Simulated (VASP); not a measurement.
# TePd (Pm-3m) in VASP: notebook

The runs below take TePd through single point, with LDA+U.

Everything below comes from runs of VASP 6.6.1. Logs are shortened: lines on timing, memory, paths and dates and some standing lists are left out, and cuts for length are marked.

## (1) The cell of the first run

The structure is cubic, space group Pm-3m (No. 221). The conventional cell has a = 3.631 Å, b = 3.631 Å, c = 3.631 Å, α = 90.00°, β = 90.00°, γ = 90.00°. Within 4.1 Å of Pd (site symmetry m-3m) lie 8 Te at 3.14 Å and 6 Pd at 3.63 Å. Te (site symmetry m-3m) has 8 Pd at 3.14 Å and 6 Te at 3.63 Å within 4.1 Å.

## (2) Single point, LDA+U, collinear spin, ferromagnetic start

Contents of INCAR:

```
SYSTEM = TePd
PREC = Accurate
ENCUT = 500
EDIFF = 1E-6
ISMEAR = 0
SIGMA = 0.05
LREAL = .FALSE.
LASPH = .TRUE.
NELM = 200
ALGO = Normal
ISIF = 2
LWAVE = .FALSE.
LCHARG = .FALSE.
ISPIN = 2
MAGMOM = 0.77 1.15
LORBIT = 11
NUPDOWN = 2.2
LMAXMIX = 4
LDAU = .TRUE.
LDAUTYPE = 1
LDAUL = 2 -1
LDAUU = 5 0
LDAUJ = 0.9 0
LDAUPRINT = 1
NBANDS = 19
GGA_COMPAT = .FALSE.
```

Contents of KPOINTS:

```
regular mesh
0
G
  5 5 5
  0 0 0
```

Contents of POSCAR:

```
TePd
1.0
    3.6310931200      0.0000000000      0.0000000000
    0.0000000000      3.6310931200      0.0000000000
    0.0000000000      0.0000000000      3.6310931200
Pd Te
1 1
Direct
    0.0000000000      0.0000000000      0.0000000000
    0.5000000000      0.5000000000      0.5000000000
```

Potentials or basis: VASP PAW LDA potentials, release 64 (Pd, Te).

Command:

```console
> cat potpaw_LDA.64/Pd/POTCAR potpaw_LDA.64/Te/POTCAR > POTCAR
> mpirun -np 1 vasp_std > vasp.out
```

OUTCAR:

```text
SYSTEM = TePd
   PREC = Accurate
   ENCUT = 500
   EDIFF = 1E-6
   ISMEAR = 0
   LREAL = .FALSE.
   LASPH = .TRUE.
   NELM = 200
   ISIF = 2
   ISPIN = 2
   LORBIT = 11
   NUPDOWN = 2.2

 ion  position               nearest neighbor table
   1  0.000  0.000  0.000-   2 3.14   2 3.14   2 3.14   2 3.14   2 3.14   2 3.14   2 3.14   2 3.14

   2  0.500  0.500  0.500-   1 3.14   1 3.14   1 3.14   1 3.14   1 3.14   1 3.14   1 3.14   1 3.14

  LATTYP: Found a simple cubic cell.
 ALAT       =     3.6310931200

  Lattice vectors:

 A1 = (   3.6310931200,   0.0000000000,   0.0000000000)
 A2 = (   0.0000000000,   3.6310931200,   0.0000000000)
 A3 = (   0.0000000000,   0.0000000000,   3.6310931200)

Analysis of symmetry for initial positions (statically):
=====================================================================
 Subroutine PRICEL returns:
 Original cell was already a primitive cell.

 Routine SETGRP: Setting up the symmetry group for a
 simple cubic supercell.

 Subroutine GETGRP returns: Found 48 space group operations
 (whereof 48 operations were pure point group operations)
 out of a pool of 48 trial point group operations.

The static configuration has the point symmetry O_h .

Analysis of symmetry for dynamics (positions and initial velocities):
=====================================================================
 Subroutine PRICEL returns:
 Original cell was already a primitive cell.

 Routine SETGRP: Setting up the symmetry group for a
 simple cubic supercell.

 Subroutine GETGRP returns: Found 48 space group operations
 (whereof 48 operations were pure point group operations)
 out of a pool of 48 trial point group operations.

The dynamic configuration has the point symmetry O_h .

Analysis of structural, dynamic, and magnetic symmetry:
=====================================================================
 Subroutine PRICEL returns:
 Original cell was already a primitive cell.

 Routine SETGRP: Setting up the symmetry group for a
 simple cubic supercell.

 Subroutine GETGRP returns: Found 48 space group operations
 (whereof 48 operations were pure point group operations)
 out of a pool of 48 trial point group operations.

The overall configuration has the point symmetry O_h .

 Subroutine INISYM returns: Found 48 space group operations
 (whereof 48 operations are pure point group operations),
 and found     1 'primitive' translations

----------------------------------------------------------------------------------------

                                     Primitive cell

  volume of cell :      47.8754

  direct lattice vectors                    reciprocal lattice vectors
     3.631093120  0.000000000  0.000000000     0.275399161  0.000000000  0.000000000
     0.000000000  3.631093120  0.000000000     0.000000000  0.275399161  0.000000000
     0.000000000  0.000000000  3.631093120     0.000000000  0.000000000  0.275399161

  length of vectors
     3.631093120  3.631093120  3.631093120     0.275399161  0.275399161  0.275399161

  position of ions in fractional coordinates (direct lattice)
     0.000000000  0.000000000  0.000000000
     0.500000000  0.500000000  0.500000000

  ion indices of the primitive-cell ions
   primitive index   ion index
                 1           1
                 2           2

----------------------------------------------------------------------------------------

 KPOINTS: regular mesh

Automatic generation of k-mesh.
 Grid dimensions read from file:
 generate k-points for:    5    5    5

 Generating k-lattice:

  Cartesian coordinates                     Fractional coordinates (reciprocal lattice)
     0.055079832  0.000000000  0.000000000     0.200000000  0.000000000  0.000000000
     0.000000000  0.055079832  0.000000000     0.000000000  0.200000000  0.000000000
     0.000000000  0.000000000  0.055079832     0.000000000  0.000000000  0.200000000

  Length of vectors
     0.055079832  0.055079832  0.055079832

  Shift w.r.t. Gamma in fractional coordinates (k-lattice)
     0.000000000  0.000000000  0.000000000

 Subroutine IBZKPT returns following result:
 ===========================================

 Found     10 irreducible k-points:

 Following reciprocal coordinates:
            Coordinates               Weight
  0.000000  0.000000  0.000000      1.000000
  0.200000  0.000000  0.000000      6.000000
  0.400000  0.000000  0.000000      6.000000
  0.200000  0.200000  0.000000     12.000000
  0.400000  0.200000  0.000000     24.000000
  0.400000  0.400000  0.000000     12.000000
  0.200000  0.200000  0.200000      8.000000
  0.400000  0.200000  0.200000     24.000000
  0.400000  0.400000  0.200000     24.000000
  0.400000  0.400000  0.400000      8.000000
   k-points           NKPTS =     10   k-points in BZ     NKDIM =     10   number of bands    NBANDS=     19
   number of dos      NEDOS =    301   number of ions     NIONS =      2
   total plane-waves  NPLWV =  21952
   dimension x,y,z NGX =    28 NGY =   28 NGZ =   28
   dimension x,y,z NGXF=    56 NGYF=   56 NGZF=   56
   ions per type =               1   1
   NGX,Y,Z   is equivalent  to a cutoff of  12.82, 12.82, 12.82 a.u.
   NGXF,Y,Z  is equivalent  to a cutoff of  25.64, 25.64, 25.64 a.u.
 SYSTEM =  TePd
   PREC   = accura    normal or accurate (medium, high low for compatibility)
   ISTART =      0    job   : 0-new  1-cont  2-samecut
   ICHARG =      2    charge: 1-file 2-atom 10-const
   ISPIN  =      2    spin polarized calculation?
   LNONCOLLINEAR =      F non collinear calculations
   LSORBIT =      F    spin-orbit coupling
   LASPH  =      T    aspherical Exc in radial PAW
   ENCUT  =  500.0 eV  36.75 Ry    6.06 a.u.   6.62  6.62  6.62*2*pi/ulx,y,z
   NELM   =    200;   NELMIN=  2; NELMDL= -5     # of ELM steps
   EDIFF  = 0.1E-05   stopping-criterion for ELM
   LREAL  =      F    real-space projection
   EDIFFG = 0.1E-04   stopping-criterion for IOM
   NSW    =      0    number of steps for IOM
   IBRION =     -1    ionic relax: 0-MD 1-quasi-New 2-CG
   NFREE  =      0    steps in history (QN), initial steepest desc. (CG)
   ISIF   =      2    stress and relaxation
   ISYM   =      2    0-nonsym 1-usesym 2-fastsym
   POTIM  = 0.5000    time-step for ionic-motion
   TEBEG  =    0.0;   TEEND  =   0.0 temperature during run
   PSTRESS=    0.0 pullay stress
   NELECT =      16.0000    total number of electrons
   NUPDOWN=       2.2000    fix difference up-down
   EMIN   =  10.00;   EMAX   =-10.00  energy-range for DOS
   EFERMI =   0.00;   METHOD = LEGACY
   ISMEAR =     0;   SIGMA  =   0.05  broadening in eV -4-tet -1-fermi 0-gaus
   EFERMI_NEDOS =   21; number of points for ismear=-14 and -15
   IALGO  =     38    algorithm
   IMIX   =      4    mixing-type and parameters
     AMIX     =   0.40;   BMIX     =  1.00
     AMIX_MAG =   1.60;   BMIX_MAG =  1.00
  volume/ion in A,a.u.               =      23.94       161.54
  Fermi-wavevector in a.u.,A,eV,Ry     =   1.136085  2.146889 17.560887  1.290689
  Thomas-Fermi vector in A             =   2.272790
   LORBIT       =     11    0 simple, 1 ext, 2 COOP (PROOUT), +10 PAW based schemes
 LDA+U is selected, type is set to LDAUTYPE =  1
   angular momentum for each species LDAUL =     2   -1
   U (eV)           for each species LDAUU =   5.0  0.0
   J (eV)           for each species LDAUJ =   0.9  0.0
   GGA     = CA    functional components
   LHFCALC =     F    Hartree Fock is set to
   AEXX    =    0.0000 exact exchange contribution
   IVDW    =     0    specifies the selected vdW correction
   LEPSILON=     F    determine dielectric tensor
   LRPA    =     F    only Hartree local field effects (RPA)
 spin polarized calculation
 Gauss-broadening in eV      SIGMA  =   0.05
  energy-cutoff  :      500.00
  volume of cell :       47.88
 maximum number of plane-waves:      1233
 NGX is ok and might be reduce to    28
   NGX = 13   NGY = 13   NGZ = 13

atom =   1  type =  1  l = 2

 onsite density matrix

spin component  1

  0.9763  0.0000 -0.0000 -0.0000  0.0000
  0.0000  0.9763 -0.0000 -0.0000 -0.0000
 -0.0000 -0.0000  0.9527 -0.0000 -0.0000
 -0.0000 -0.0000 -0.0000  0.9763  0.0000
  0.0000 -0.0000 -0.0000  0.0000  0.9527

spin component  2

  0.7589 -0.0000  0.0000  0.0000 -0.0000
 -0.0000  0.7589 -0.0000 -0.0000  0.0000
  0.0000 -0.0000  0.9121  0.0000 -0.0000
  0.0000 -0.0000  0.0000  0.7589 -0.0000
 -0.0000  0.0000 -0.0000 -0.0000  0.9121

 occupancies and eigenvectors

  o =  0.7589  v =  0.0000  0.0000  0.0000  0.0000  0.0000  0.0000 -0.4527 -0.0000 -0.8916 -0.0000      0.0000  0.0000  0.0000  0.0000  0.0000  0.0000  0.0000  0.0000  0.0000  0.0000
  o =  0.7589  v =  0.0000  0.0000  0.0000  0.0000  0.0000  0.0000  0.8916  0.0000 -0.4527  0.0000      0.0000  0.0000  0.0000  0.0000  0.0000  0.0000  0.0000  0.0000  0.0000  0.0000
  o =  0.7589  v =  0.0000  0.0000  0.0000  0.0000  0.0000  1.0000  0.0000  0.0000  0.0000  0.0000      0.0000  0.0000  0.0000  0.0000  0.0000  0.0000  0.0000  0.0000  0.0000  0.0000
  o =  0.9121  v =  0.0000  0.0000  0.0000  0.0000  0.0000  0.0000  0.0000 -0.9987  0.0000 -0.0519      0.0000  0.0000  0.0000  0.0000  0.0000  0.0000  0.0000  0.0000  0.0000  0.0000
  o =  0.9121  v =  0.0000  0.0000  0.0000  0.0000  0.0000  0.0000  0.0000  0.0519  0.0000 -0.9987      0.0000  0.0000  0.0000  0.0000  0.0000  0.0000  0.0000  0.0000  0.0000  0.0000
  o =  0.9527  v =  0.0000 -0.0000  0.9942  0.0000  0.1074  0.0000  0.0000  0.0000  0.0000  0.0000      0.0000  0.0000  0.0000  0.0000  0.0000  0.0000  0.0000  0.0000  0.0000  0.0000
  o =  0.9527  v =  0.0000 -0.0000 -0.1074 -0.0000  0.9942  0.0000  0.0000  0.0000  0.0000  0.0000      0.0000  0.0000  0.0000  0.0000  0.0000  0.0000  0.0000  0.0000  0.0000  0.0000
  o =  0.9763  v =  0.0000  1.0000  0.0000  0.0082  0.0000  0.0000  0.0000  0.0000  0.0000  0.0000      0.0000  0.0000  0.0000  0.0000  0.0000  0.0000  0.0000  0.0000  0.0000  0.0000
  o =  0.9763  v =  1.0000  0.0000  0.0000  0.0000  0.0000  0.0000  0.0000  0.0000  0.0000  0.0000      0.0000  0.0000  0.0000  0.0000  0.0000  0.0000  0.0000  0.0000  0.0000  0.0000
  o =  0.9763  v =  0.0000 -0.0082 -0.0000  1.0000  0.0000  0.0000  0.0000  0.0000  0.0000  0.0000      0.0000  0.0000  0.0000  0.0000  0.0000  0.0000  0.0000  0.0000  0.0000  0.0000

 number of electron      16.0000007 magnetization       2.1999700

 Free energy of the ion-electron system (eV)
  ---------------------------------------------------
  ext. energy  EPLUGINS =         0.00000000
  ---------------------------------------------------
  free energy    TOTEN  =        -6.18542441 eV

  energy without entropy =       -6.18366903  energy(sigma->0) =       -6.18454672

 E-fermi :   5.6588     XC(G=0): -10.8457

 val. band max:        8.4737859341   @ k =   0.0000   0.0000   0.0000
 cond. band min:       5.6682110210   @ k =   0.2000   0.2000   0.2000
 fundamental gap:     -2.8055749131
 Fermi energy:         8.4743069630

 spin component 1

 k-point     1 :       0.0000    0.0000    0.0000
  band No.  band energies     occupation
      1      -5.7420      1.00000
      2       2.9405      1.00000
      3       2.9405      1.00000
      4       3.4592      1.00000
      5       3.4592      1.00000
      6       3.4592      1.00000
[... 11 lines left out ...]
     18      20.8396      0.00000
     19      21.0650      0.00000
[... 180 lines left out ...]
      2       1.5468      1.00000
      3       1.5468      1.00000
      4       2.0945      1.00000
      5       4.0530      1.00000
      6       4.0530      1.00000
[... 11 lines left out ...]
     18      25.1253      0.00000
     19      25.6401      0.00000
 Fermi energy:         5.6587641267

 spin component 2

 k-point     1 :       0.0000    0.0000    0.0000
  band No.  band energies     occupation
      1      -5.0383      1.00000
      2       3.3172      1.00000
      3       3.3172      1.00000
      4       4.9688      1.00000
      5       4.9688      1.00000
      6       4.9688      1.00000
[... 11 lines left out ...]
     18      21.5910      0.00000
     19      21.6279      0.00000
[... 181 lines left out ...]
      3       2.6585      1.00000
      4       3.1724      1.00000
      5       4.4489      1.00000
      6       4.4489      1.00000
[... 11 lines left out ...]
     18      25.6443      0.00000
     19      26.2428      0.00000

------------------------ aborting loop because EDIFF is reached ----------------------------------------

  FORCE on cell =-STRESS in cart. coord.  units (eV):
  Direction    XX          YY          ZZ          XY          YZ          ZX
  --------------------------------------------------------------------------------------
  -------------------------------------------------------------------------------------
  Total       -2.6822880     -2.6822880     -2.6822880      0.0000000      0.0000000     -0.0000000
  in kB      -89.7643386    -89.7643386    -89.7643386      0.0000000      0.0000000     -0.0000000
  external PRESSURE =     -89.7643386 kB  Pullay stress =       0.0000000 kB

 VOLUME and BASIS-vectors are now :
 -----------------------------------------------------------------------------
  energy-cutoff  :      500.00
  volume of cell :       47.88
      direct lattice vectors                 reciprocal lattice vectors
     3.631093120  0.000000000  0.000000000     0.275399161  0.000000000  0.000000000
     0.000000000  3.631093120  0.000000000     0.000000000  0.275399161  0.000000000
     0.000000000  0.000000000  3.631093120     0.000000000  0.000000000  0.275399161

 POSITION                                       TOTAL-FORCE (eV/Angst)
 -----------------------------------------------------------------------------------
      0.00000      0.00000      0.00000         0.000000      0.000000      0.000000
      1.81555      1.81555      1.81555         0.000000      0.000000      0.000000
 -----------------------------------------------------------------------------------
    total drift:                               -0.000000      0.000000     -0.000000

  FREE ENERGIE OF THE ION-ELECTRON SYSTEM (eV)
  ---------------------------------------------------
  free  energy   TOTEN  =        -6.1854244097 eV

  energy  without entropy=       -6.1836690348  energy(sigma->0) =       -6.18454672

 total charge

# of ion       s       p       d       tot
------------------------------------------
    1        0.283   0.191   8.888   9.362
    2        1.414   1.805   0.041   3.261
--------------------------------------------------
tot          1.698   1.996   8.929  12.623

 magnetization (x)

# of ion       s       p       d       tot
------------------------------------------
    1        0.048   0.054   0.731   0.833
    2        0.043   0.750   0.013   0.806
--------------------------------------------------
tot          0.091   0.804   0.743   1.639
```

Run time: 38 s. Hardware: 1 thread of AMD EPYC 7R13, shared host; peak memory 0.13 GiB.

What came out:

```yaml
Free_energy: -6.1854 eV
Pressure: -9.0 GPa
Net_moment: 2.20 μB per cell
Site_moments: Pd +0.83; Te +0.81 μB
Valence_electrons_inside_the_program's_atomic_spheres: Pd 9.36; Te 3.26
```

Eigenvalues of the final occupation matrices:
| site | spin | trace | eigenvalues |
| --- | --- | --- | --- |
| site 1 d | 1 | 4.83 | 0.95 0.95 0.98 0.98 0.98 |
| site 1 d | 2 | 4.10 | 0.76 0.76 0.76 0.91 0.91 |

Caveat: spin-orbit coupling is left out, which moves the levels of the heavy elements; the total moment is fixed, so each spin has its own Fermi level; the U is typed as a test and isn't derived for this compound.

## (3) Single point, LDA+U, collinear spin, ferromagnetic start

Contents of INCAR:

```
SYSTEM = TePd
PREC = Accurate ; ENCUT = 500
EDIFF = 1E-6 ; ISMEAR = 0
SIGMA = 0.05 ; LREAL = .False.
LASPH = .True. ; NELM = 200
ALGO = Normal ; ISIF = 2
LWAVE = .False. ; LCHARG = .False.
ISPIN = 2 ; MAGMOM = 0.59 1
LORBIT = 11 ; NUPDOWN = 1.8
LMAXMIX = 4 ; LDAU = .True.
LDAUTYPE = 1 ; LDAUL = 2 -1
LDAUU = 5 0 ; LDAUJ = 0.9 0
LDAUPRINT = 1 ; GGA = CA
NBANDS = 19 ; GGA_COMPAT = .False.
```

Contents of KPOINTS:

```
regular mesh
0
Gamma
  5 5 5
  0 0 0
```

POSCAR is that of step 2.

Potentials or basis: VASP PAW LDA potentials, release 64 (Pd, Te).

Command:

```console
> cat potpaw_LDA.64/Pd/POTCAR potpaw_LDA.64/Te/POTCAR > POTCAR
> mpirun -np 1 vasp_std > vasp.out
```

Wall time 36 s (1 thread of AMD EPYC 7R13, shared host); peak memory 0.12 GiB.

Results (log left out):

* Free energy: -6.6921 eV
* Pressure: -10.9 GPa
* Net moment: 1.80 μB per cell
* Site moments: Pd +0.64; Te +0.70 μB
* Valence electrons inside the program's atomic spheres: Pd 9.40; Te 3.25

Eigenvalues of the final occupation matrices:
```
    site  spin  trace               eigenvalues
site 1 d     1   4.80  0.95 0.95 0.97 0.97 0.97
site 1 d     2   4.20  0.79 0.79 0.79 0.91 0.91
```

Caveat: spin-orbit coupling is left out, which moves the levels of the heavy elements; the total moment is fixed, so each spin has its own Fermi level; the U is typed as a test and isn't derived for this compound.
